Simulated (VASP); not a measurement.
# WS2 in VASP: notebook

Runs on WS2. Level: LDA. Tasks: single point.

Everything below comes from runs of VASP 6.6.1. Logs are shortened: lines on timing, memory, paths and dates and some standing lists are left out, and cuts for length are marked.

## (1) The cell of the first run

The cell holds a slab with vacuum, 6 atoms: a = 2.973 Å, b = 3.045 Å, c = 22.194 Å, α = 91.17°, β = 93.27°, γ = 122.43°.

## (2) Single point, LDA

Input file INCAR:

```
SYSTEM = WS2
PREC = Accurate
ENCUT = 520
EDIFF = 1E-6
ISMEAR = 0
SIGMA = 0.05
LREAL = .FALSE.
LASPH = .TRUE.
NELM = 100
ALGO = Normal
ISIF = 2
LWAVE = .FALSE.
LCHARG = .TRUE.
LELF = .TRUE.
LVHAR = .TRUE.
NBANDS = 35
```

Input file KPOINTS:

```
Automatic mesh
0
G
  12 12 2
  0 0 0
```

Input file POSCAR:

```
WS2
1.0
    2.9700959425     -0.0859764615     -0.0859764615
   -1.5595057710      2.6151667687     -0.0314695690
   -0.6419207899     -0.6419207899     22.1754454697
W S
2 4
Direct
    0.3333333333      0.6666666667      0.6302757360
    0.6666666667      0.3333333333      0.3697242640
    0.3333333333      0.6666666667      0.3028928957
    0.6666666667      0.3333333333      0.5633280735
    0.3333333333      0.6666666667      0.4366719265
    0.6666666667      0.3333333333      0.6971071043
```

Potentials or basis: VASP PAW LDA potentials, release 64 (W_sv, S).

Launch:

```sh
$ cat potpaw_LDA.64/W_sv/POTCAR potpaw_LDA.64/S/POTCAR > POTCAR
$ mpirun -np 1 vasp_std > vasp.out
```

OUTCAR:

```text
SYSTEM = WS2
   PREC = Accurate
   ENCUT = 520
   EDIFF = 1E-6
   ISMEAR = 0
   LREAL = .FALSE.
   LASPH = .TRUE.
   NELM = 100
   ISIF = 2

 ion  position               nearest neighbor table
   1  0.333  0.667  0.630-   4 2.15   6 2.20   6 2.28   6 2.32   4 2.32   4 2.33
   2  0.667  0.333  0.370-   5 2.15   3 2.20   3 2.28   3 2.32   5 2.32   5 2.33
   3  0.333  0.667  0.303-   2 2.20   2 2.28   2 2.32
   4  0.667  0.333  0.563-   1 2.15   1 2.32   1 2.33
   5  0.333  0.667  0.437-   2 2.15   2 2.32   2 2.33
   6  0.667  0.333  0.697-   1 2.20   1 2.28   1 2.32

  LATTYP: Found a triclinic cell.
 ALAT       =     2.8983377671
 B/A-ratio  =     1.0256167265
 C/A-ratio  =     7.6429771906
 COS(alpha) =     0.0034061890
 COS(beta)  =     0.0508835631
 COS(gamma) =     0.4622147366

  Lattice vectors:

 A1 = (  -1.4105901715,  -2.5291903072,   0.1174460305)
 A2 = (  -2.9700959425,   0.0859764615,   0.0859764615)
 A3 = (  -0.7686693816,  -1.8872695173, -22.0579994392)

Analysis of symmetry for initial positions (statically):
=====================================================================
 Subroutine PRICEL returns:
 Original cell was already a primitive cell.

 Routine SETGRP: Setting up the symmetry group for a
 triclinic supercell.

 Subroutine GETGRP returns: Found  2 space group operations
 (whereof  2 operations were pure point group operations)
 out of a pool of  2 trial point group operations.

The static configuration has the point symmetry S_2 .

Analysis of symmetry for dynamics (positions and initial velocities):
=====================================================================
 Subroutine PRICEL returns:
 Original cell was already a primitive cell.

 Routine SETGRP: Setting up the symmetry group for a
 triclinic supercell.

 Subroutine GETGRP returns: Found  2 space group operations
 (whereof  2 operations were pure point group operations)
 out of a pool of  2 trial point group operations.

The dynamic configuration has the point symmetry S_2 .

 Subroutine INISYM returns: Found  2 space group operations
 (whereof  2 operations are pure point group operations),
 and found     1 'primitive' translations

----------------------------------------------------------------------------------------

                                     Primitive cell

  volume of cell :     168.9778

  direct lattice vectors                    reciprocal lattice vectors
     2.970095942 -0.085976462 -0.085976462     0.343076319  0.204777982  0.015858940
    -1.559505771  2.615166769 -0.031469569     0.011609550  0.389447633  0.011609550
    -0.641920790 -0.641920790 22.175445470     0.001346617  0.001346617  0.045172885

  length of vectors
     2.972583693  3.045019838 22.194019608     0.399858585  0.389793563  0.045213010

  position of ions in fractional coordinates (direct lattice)
     0.333333333  0.666666667  0.630275736
     0.666666667  0.333333333  0.369724264
     0.333333333  0.666666667  0.302892896
     0.666666667  0.333333333  0.563328074
     0.333333333  0.666666667  0.436671926
     0.666666667  0.333333333  0.697107104

  ion indices of the primitive-cell ions
   primitive index   ion index
                 1           1
                 2           2
                 3           3
                 4           4
                 5           5
                 6           6

----------------------------------------------------------------------------------------

 KPOINTS: Automatic mesh

Automatic generation of k-mesh.
 Grid dimensions read from file:
 generate k-points for:   12   12    2

 Generating k-lattice:

  Cartesian coordinates                     Fractional coordinates (reciprocal lattice)
     0.028589693  0.017064832  0.001321578     0.083333333  0.000000000  0.000000000
     0.000967463  0.032453969  0.000967463    -0.000000000  0.083333333 -0.000000000
     0.000673309  0.000673309  0.022586442    -0.000000000  0.000000000  0.500000000

  Length of vectors
     0.033321549  0.032482797  0.022606505

  Shift w.r.t. Gamma in fractional coordinates (k-lattice)
     0.000000000  0.000000000  0.000000000

 Subroutine IBZKPT returns following result:
 ===========================================

 Found    148 irreducible k-points:

 Following reciprocal coordinates:
            Coordinates               Weight
  0.000000  0.000000  0.000000      1.000000
  0.083333 -0.000000  0.000000      2.000000
  0.166667 -0.000000 -0.000000      2.000000
  0.250000 -0.000000  0.000000      2.000000
  0.333333 -0.000000 -0.000000      2.000000
  0.416667 -0.000000  0.000000      2.000000
[... 16 lines left out ...]
  0.250000  0.166667  0.000000      2.000000
  0.333333  0.166667  0.000000      2.000000
 [... further k-points ...]
   k-points           NKPTS =    148   k-points in BZ     NKDIM =    148   number of bands    NBANDS=     35
   number of dos      NEDOS =    301   number of ions     NIONS =      6
   total plane-waves  NPLWV =  96768
   dimension x,y,z NGX =    24 NGY =   24 NGZ =  168
   dimension x,y,z NGXF=    48 NGYF=   48 NGZF=  336
   ions per type =               2   4
   NGX,Y,Z   is equivalent  to a cutoff of  13.42, 13.10, 12.58 a.u.
   NGXF,Y,Z  is equivalent  to a cutoff of  26.84, 26.21, 25.17 a.u.
 SYSTEM =  WS2
   PREC   = accura    normal or accurate (medium, high low for compatibility)
   ISTART =      0    job   : 0-new  1-cont  2-samecut
   ICHARG =      2    charge: 1-file 2-atom 10-const
   ISPIN  =      1    spin polarized calculation?
   LNONCOLLINEAR =      F non collinear calculations
   LSORBIT =      F    spin-orbit coupling
   LASPH  =      T    aspherical Exc in radial PAW
   ENCUT  =  520.0 eV  38.22 Ry    6.18 a.u.   5.53  5.66 41.27*2*pi/ulx,y,z
   NELM   =    100;   NELMIN=  2; NELMDL= -5     # of ELM steps
   EDIFF  = 0.1E-05   stopping-criterion for ELM
   LREAL  =      F    real-space projection
   EDIFFG = 0.1E-04   stopping-criterion for IOM
   NSW    =      0    number of steps for IOM
   IBRION =     -1    ionic relax: 0-MD 1-quasi-New 2-CG
   NFREE  =      0    steps in history (QN), initial steepest desc. (CG)
   ISIF   =      2    stress and relaxation
   ISYM   =      2    0-nonsym 1-usesym 2-fastsym
   POTIM  = 0.5000    time-step for ionic-motion
   TEBEG  =    0.0;   TEEND  =   0.0 temperature during run
   PSTRESS=    0.0 pullay stress
   NELECT =      52.0000    total number of electrons
   NUPDOWN=      -1.0000    fix difference up-down
   EMIN   =  10.00;   EMAX   =-10.00  energy-range for DOS
   EFERMI =   0.00;   METHOD = LEGACY
   ISMEAR =     0;   SIGMA  =   0.05  broadening in eV -4-tet -1-fermi 0-gaus
   EFERMI_NEDOS =   21; number of points for ismear=-14 and -15
   IALGO  =     38    algorithm
   IMIX   =      4    mixing-type and parameters
     AMIX     =   0.40;   BMIX     =  1.00
     AMIX_MAG =   1.60;   BMIX_MAG =  1.00
  volume/ion in A,a.u.               =      28.16       190.05
  Fermi-wavevector in a.u.,A,eV,Ry     =   1.105264  2.088646 16.620995  1.221609
  Thomas-Fermi vector in A             =   2.241749
   LORBIT       =      0    0 simple, 1 ext, 2 COOP (PROOUT), +10 PAW based schemes
   GGA     = CA    functional components
   LHFCALC =     F    Hartree Fock is set to
   AEXX    =    0.0000 exact exchange contribution
   IVDW    =     0    specifies the selected vdW correction
   LEPSILON=     F    determine dielectric tensor
   LRPA    =     F    only Hartree local field effects (RPA)
 non-spin polarized calculation
 Gauss-broadening in eV      SIGMA  =   0.05
  energy-cutoff  :      520.00
  volume of cell :      168.98
 maximum number of plane-waves:      4615
 NGX is ok and might be reduce to    24
   NGX = 11   NGY = 11   NGZ = 83

 number of electron      52.0000000 magnetization

 Free energy of the ion-electron system (eV)
  ---------------------------------------------------
  ext. energy  EPLUGINS =         0.00000000
  ---------------------------------------------------
  free energy    TOTEN  =       -50.10169024 eV

  energy without entropy =      -50.10169024  energy(sigma->0) =      -50.10169024

 E-fermi :   2.9800     XC(G=0):  -6.8815

 val. band max:        2.6395530452   @ k =   0.0000   0.0000   0.0000
 cond. band min:       3.8226528293   @ k =   0.1667   0.1667   0.0000
 fundamental gap:      1.1830997841
 Fermi energy:         2.9800237868

 k-point     1 :       0.0000    0.0000    0.0000
  band No.  band energies     occupation
      1     -71.1489      2.00000
      2     -71.1489      2.00000
      3     -36.0037      2.00000
      4     -36.0036      2.00000
      5     -35.5820      2.00000
      6     -35.5820      2.00000
[... 27 lines left out ...]
     34       6.3193      0.00000
     35       7.3271      0.00000

 k-point     2 :       0.0833   -0.0000    0.0000
  band No.  band energies     occupation
      1     -71.1450      2.00000
      2     -71.1450      2.00000
      3     -35.9931      2.00000
      4     -35.9929      2.00000
      5     -35.5997      2.00000
      6     -35.5997      2.00000
[... 27 lines left out ...]
     34       6.0497      0.00000
     35       7.5019      0.00000

 k-point     3 :       0.1667   -0.0000   -0.0000
  band No.  band energies     occupation
      1     -71.1345      2.00000
      2     -71.1345      2.00000
      3     -35.9656      2.00000
      4     -35.9654      2.00000
      5     -35.6917      2.00000
      6     -35.6917      2.00000
[... 27 lines left out ...]
     34       6.4200      0.00000
     35       7.9699      0.00000
[... 723 lines left out ...]
 k-point    23 :       0.2500    0.1667    0.0000
  band No.  band energies     occupation
      1     -71.1011      2.00000
      2     -71.1011      2.00000
      3     -36.1426      2.00000
      4     -36.1426      2.00000
      5     -35.8494      2.00000
      6     -35.8493      2.00000
[... 27 lines left out ...]
     34       8.2952      0.00000
     35       9.7021      0.00000

 k-point    24 :       0.3333    0.1667    0.0000
  band No.  band energies     occupation
      1     -71.0928      2.00000
      2     -71.0928      2.00000
      3     -36.2225      2.00000
      4     -36.2225      2.00000
      5     -35.8402      2.00000
      6     -35.8402      2.00000
[... 27 lines left out ...]
     34       7.8398      0.00000
     35       8.8231      0.00000

 [... further k-points ...]

------------------------ aborting loop because EDIFF is reached ----------------------------------------

  FORCE on cell =-STRESS in cart. coord.  units (eV):
  Direction    XX          YY          ZZ          XY          YZ          ZX
  --------------------------------------------------------------------------------------
  -------------------------------------------------------------------------------------
  Total       22.4464717     22.7766616     23.8745028      5.6681024      8.7519754      8.7160987
  in kB      212.8281030    215.9588260    226.3680996     53.7425876     82.9825885     82.6424210
  external PRESSURE =     218.3850095 kB  Pullay stress =       0.0000000 kB

 VOLUME and BASIS-vectors are now :
 -----------------------------------------------------------------------------
  energy-cutoff  :      520.00
  volume of cell :      168.98
      direct lattice vectors                 reciprocal lattice vectors
     2.970095942 -0.085976462 -0.085976462     0.343076319  0.204777982  0.015858940
    -1.559505771  2.615166769 -0.031469569     0.011609550  0.389447633  0.011609550
    -0.641920790 -0.641920790 22.175445470     0.001346617  0.001346617  0.045172885

 POSITION                                       TOTAL-FORCE (eV/Angst)
 -----------------------------------------------------------------------------------
     -0.45423      1.31020     13.92701         1.486596      0.091886      0.447109
      1.22290      0.57707      8.13099        -1.486596     -0.091886     -0.447109
     -0.24407      1.52035      6.66715        -0.846029     -1.538644     -3.819503
      1.09862      0.45279     12.42424        -2.283473     -1.553812     -4.086926
     -0.32995      1.43448      9.63376         2.283473      1.553812      4.086926
      1.01274      0.36692     15.39085         0.846029      1.538644      3.819503
 -----------------------------------------------------------------------------------
    total drift:                               -0.000000      0.000000     -0.000000

  FREE ENERGIE OF THE ION-ELECTRON SYSTEM (eV)
  ---------------------------------------------------
  free  energy   TOTEN  =       -50.1016902418 eV

  energy  without entropy=      -50.1016902418  energy(sigma->0) =      -50.10169024
```

Run time: 17 min. Hardware: 1 thread of Oxide Virtual Turin-like, shared host; peak memory 0.7 GiB.

Results:

| Item | Value |
| --- | --- |
| Free energy | -50.1017 eV |
| Largest force | 4.933 eV/Å |
| Band gap on the k mesh | 1.18 eV (least direct gap 2.24 eV) |

Forces on the atoms (eV/Å):
```
W    1.487  0.092  0.447
W   -1.487 -0.092 -0.447
S   -0.846 -1.539 -3.820
S   -2.283 -1.554 -4.087
S    2.283  1.554  4.087
S    0.846  1.539  3.820
```

Caveat: there is no dipole correction, which matters where the two faces differ; spin-orbit coupling is left out, which moves the levels of the heavy elements.

(Continued in part 2 of 2.)
